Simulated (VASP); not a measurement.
Runs of VASP 6.6.1 on BN (kl). The structure is that of space group F-43m (No. 216), or close to it. The cells are those of the table. 

| task | cell | k mesh | smearing | gap on the mesh (eV) | pressure (GPa) |
| --- | --- | --- | --- | --- | --- |
| single point | a = 2.564 Å, angles 60.0°, 2 atoms | 8 × 8 × 8 | gaussian 0.1 eV | (a) | -13.6 |
| relaxation of cell and atoms | relaxed from a = 2.531 Å, angles 60.0°, 2 atoms | 12 × 12 × 12 | gaussian 0.02 eV | 4.38 | 0.0 |
| single point | a = 2.531 Å, angles 60.0°, 2 atoms | 12 × 12 × 12 | gaussian 0.02 eV | 4.38 | 1.0 |
| single point | a = 2.531 Å, angles 60.0°, 2 atoms | 10 × 10 × 10 | gaussian 0.1 eV | 4.38 | 1.0 |

Alike in all rows: level LDA; potentials or basis VASP PAW LDA potentials, release 64 (B, N); no spin polarisation; cutoff (eV) 600.

Question: Estimate the missing entries.

Answer: (a) 4.33.

A k mesh can miss the band edges.
